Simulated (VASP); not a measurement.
# Si (P2_1/m) in VASP: further runs, part 2 of 2

VASP 6.6.1.

### Step 3. Single point, LDA

This run uses another cell than the first one, of 22.53 Å³/atom.

Input file INCAR:

```
SYSTEM = Si
  PREC = Accurate
  ENCUT = 520
  EDIFF = 1E-7
  ISMEAR = 0
  SIGMA = 0.03
  LREAL = .FALSE.
  LASPH = .TRUE.
  NELM = 60
  ALGO = Fast
  ISIF = 2
  LWAVE = .FALSE.
  LCHARG = .TRUE.
  GGA = CA
  LELF = .TRUE.
  LVHAR = .TRUE.
  NBANDS = 36
```

Input file KPOINTS:

```
Automatic mesh
0
G
  10 10 4
  0 0 0
```

Input file POSCAR:

```
Si
1.0
    2.5694712827     -5.7338287353      0.0000000000
    1.3723376483      5.3064036705      0.0000000000
    0.0000000000      0.0000000000     12.5702440454
Si
12
Direct
    0.7570666288      0.2429333712      0.9449750226
    0.2429333712      0.7570666288      0.0550249774
    0.7570666288      0.2429333712      0.5550249774
    0.2429333712      0.7570666288      0.4449750226
    0.4287015211      0.5712984789      0.1572276936
    0.5712984789      0.4287015211      0.8427723064
    0.4287015211      0.5712984789      0.3427723064
    0.5712984789      0.4287015211      0.6572276936
    0.9711041075      0.0288958925      0.9092746508
    0.0288958925      0.9711041075      0.0907253492
    0.9711041075      0.0288958925      0.5907253492
    0.0288958925      0.9711041075      0.4092746508
```

Potentials or basis: VASP PAW LDA potentials, release 64 (Si).

Started as:

```sh
cat potpaw_LDA.64/Si/POTCAR > POTCAR
mpirun -np 1 vasp_std > vasp.out
```

OUTCAR:

```text
SYSTEM = Si
   PREC = Accurate
   ENCUT = 520
   EDIFF = 1E-7
   ISMEAR = 0
   LREAL = .FALSE.
   LASPH = .TRUE.
   NELM = 60
   ISIF = 2
   GGA = CA

 ion  position               nearest neighbor table
   1  0.757  0.243  0.945-   2 2.39   9 2.42   6 2.43   2 2.45
   2  0.243  0.757  0.055-   1 2.39  10 2.42   5 2.43   1 2.45
   3  0.757  0.243  0.555-   4 2.39  11 2.42   8 2.43   4 2.45
   4  0.243  0.757  0.445-   3 2.39  12 2.42   7 2.43   3 2.45
   5  0.429  0.571  0.157-  10 2.22   7 2.33   2 2.43  10 2.61
   6  0.571  0.429  0.843-   9 2.22   8 2.33   1 2.43   9 2.61
   7  0.429  0.571  0.343-  12 2.22   5 2.33   4 2.43  12 2.61
   8  0.571  0.429  0.657-  11 2.22   6 2.33   3 2.43  11 2.61
   9  0.971  0.029  0.909-   6 2.22  10 2.37   1 2.42   6 2.61
  10  0.029  0.971  0.091-   5 2.22   9 2.37   2 2.42   5 2.61
  11  0.971  0.029  0.591-   8 2.22  12 2.37   3 2.42   8 2.61
  12  0.029  0.971  0.409-   7 2.22  11 2.37   4 2.42   7 2.61

  Warning from LATTYP: Monoclinic adjustment (A1->A3, A2->A1, A3->A2)!
  Warning from LATTYP: Got some problem with cell dimensions!
  Tried to take original basis but could not verify dimensions!
  LATTYP: Found a simple monoclinic cell.
 ALAT       =     3.9649148584
 B/A-ratio  =     3.1703692246
 C/A-ratio  =     1.3823722057
 COS(beta)  =    -0.1445542653

  Lattice vectors:

 A1 = (   3.9418089310,  -0.4274250648,   0.0000000000)
 A2 = (   0.0000000000,   0.0000000000,  12.5702440454)
 A3 = (  -1.3723376483,  -5.3064036705,   0.0000000000)

Analysis of symmetry for initial positions (statically):
=====================================================================
 Subroutine PRICEL returns:
 Original cell was already a primitive cell.

 Routine SETGRP: Setting up the symmetry group for a
 simple monoclinic supercell.

 Subroutine GETGRP returns: Found  4 space group operations
 (whereof  2 operations were pure point group operations)
 out of a pool of  4 trial point group operations.

The static configuration has the point symmetry S_2 .
[... 167 lines left out ...]
 RMM-DIIS sequential band-by-band and
 Gauss-broadening in eV      SIGMA  =   0.03
  energy-cutoff  :      520.00
  volume of cell :      270.30
 maximum number of plane-waves:      7313
   NGX = 23   NGY = 21   NGZ = 47

 number of electron      48.0000001 magnetization

 Free energy of the ion-electron system (eV)
  ---------------------------------------------------
  ext. energy  EPLUGINS =         0.00000000
  ---------------------------------------------------
  free energy    TOTEN  =       -67.64620674 eV

  energy without entropy =      -67.64593321  energy(sigma->0) =      -67.64606998

 E-fermi :   4.7950     XC(G=0):  -9.0310

 val. band max:        4.7934658460   @ k =   0.5000   0.5000   0.2500
 cond. band min:       4.7954667711   @ k =   0.3000   0.2000   0.2500
 fundamental gap:      0.0020009251
 Fermi energy:         4.7950407893

 k-point     1 :       0.0000    0.0000    0.0000
  band No.  band energies     occupation
      1      -7.1505      2.00000
      2      -6.7897      2.00000
      3      -5.6516      2.00000
      4      -4.2617      2.00000
      5      -3.8223      2.00000
      6      -3.0697      2.00000
[... 925 lines left out ...]
     35       7.8354      0.00000
     36       7.8494      0.00000

 [... further k-points ...]

------------------------ aborting loop because EDIFF is reached ----------------------------------------

  FORCE on cell =-STRESS in cart. coord.  units (eV):
  Direction    XX          YY          ZZ          XY          YZ          ZX
  --------------------------------------------------------------------------------------
  -------------------------------------------------------------------------------------
  Total       -7.1386450    -10.7928031     -0.8052003     20.7250843      0.0000000      0.0000000
  in kB      -42.3131646    -63.9725963     -4.7726944    122.8445880      0.0000000      0.0000000
  external PRESSURE =     -37.0194851 kB  Pullay stress =       0.0000000 kB

 VOLUME and BASIS-vectors are now :
 -----------------------------------------------------------------------------
  energy-cutoff  :      520.00
  volume of cell :      270.30
      direct lattice vectors                 reciprocal lattice vectors
     2.569471283 -5.733828735  0.000000000     0.246770439 -0.063819563  0.000000000
     1.372337648  5.306403670  0.000000000     0.266647530  0.119491391  0.000000000
     0.000000000  0.000000000 12.570244045     0.000000000  0.000000000  0.079552950

 POSITION                                       TOTAL-FORCE (eV/Angst)
 -----------------------------------------------------------------------------------
      2.27865     -3.05179     11.87857        -0.194077     -0.160383     -0.115138
      1.66316      2.62436      0.69168         0.194077      0.160383      0.115138
      2.27865     -3.05179      6.97680        -0.194077     -0.160383      0.115138
      1.66316      2.62436      5.59344         0.194077      0.160383     -0.115138
      1.88555      0.57344      1.97639         1.438853      0.511748      0.021857
      2.05626     -1.00086     10.59385        -1.438853     -0.511748     -0.021857
      1.88555      0.57344      4.30873         1.438853      0.511748     -0.021857
      2.05626     -1.00086      8.26151        -1.438853     -0.511748      0.021857
      2.53488     -5.41481     11.42980         1.324439      0.378538      0.287062
      1.40693      4.98739      1.14044        -1.324439     -0.378538     -0.287062
      2.53488     -5.41481      7.42556         1.324439      0.378538     -0.287062
      1.40693      4.98739      5.14468        -1.324439     -0.378538      0.287062
 -----------------------------------------------------------------------------------
    total drift:                               -0.000000     -0.000000      0.000000

  FREE ENERGIE OF THE ION-ELECTRON SYSTEM (eV)
  ---------------------------------------------------
  free  energy   TOTEN  =       -67.6462067412 eV

  energy  without entropy=      -67.6459332113  energy(sigma->0) =      -67.64606998
```

Run time: 71 min. Hardware: 1 thread of Oxide Virtual Turin-like, shared host; peak memory 0.98 GiB.

Results:

```
Free energy            : -67.6462 eV
Pressure               : -3.7 GPa
Largest force          : 1.527 eV/Å
Band gap on the k mesh : zero (bands 24 and 25 overlap by 0.06 eV)
```

Forces on the atoms (eV/Å):
```
Si  -0.194 -0.160 -0.115
Si   0.194  0.160  0.115
Si  -0.194 -0.160  0.115
Si   0.194  0.160 -0.115
Si   1.439  0.512  0.022
Si  -1.439 -0.512 -0.022
Si   1.439  0.512 -0.022
Si  -1.439 -0.512  0.022
Si   1.324  0.379  0.287
Si  -1.324 -0.379 -0.287
Si   1.324  0.379 -0.287
Si  -1.324 -0.379  0.287
```

Caveat: the stress differs along the axes, from -6 to -0 GPa; semilocal functionals underestimate gaps, and a narrow one can read as zero; forces of over 1 eV/Å act on the atoms, so gaps and moduli don't describe the material at rest.
